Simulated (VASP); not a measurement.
Runs of VASP 6.6.1 on Ti. The structure is that of space group P6_3/mmc (No. 194), or close to it. The cells are those of the table. 

```tsv
task	cell	cutoff (eV)	gap on the mesh (eV)	pressure (GPa)
single point	a = 2.902, b = 2.902, c = 4.585 Å, angles 90.0, 90.0, 120.0°, 2 atoms	520	none	-0.3
single point	a = 2.883, b = 2.883, c = 4.555 Å, angles 90.0, 90.0, 120.0°, 2 atoms	520	none	2.2
relaxation of cell and atoms	relaxed from a = 2.902, b = 2.902, c = 4.585 Å, angles 90.0, 90.0, 120.0°, 2 atoms	600	none	0.0
single point	a = 2.921, b = 2.921, c = 4.616 Å, angles 90.0, 90.0, 120.0°, 2 atoms	520	none	(a)
```

Alike in all rows: level PBEsol; potentials or basis VASP PAW PBE potentials, release 64 (Ti_sv); no spin polarisation; k mesh 16 × 16 × 9; smearing methfessel-paxton 0.05 eV.

Problem. Estimate the missing entries.

Solution. (a) -2.6.

Caveats: the PAW data sets were made with another functional, which shifts forces and pressure a little.

A gap of «none» marks levels without a gap at the run's occupations.
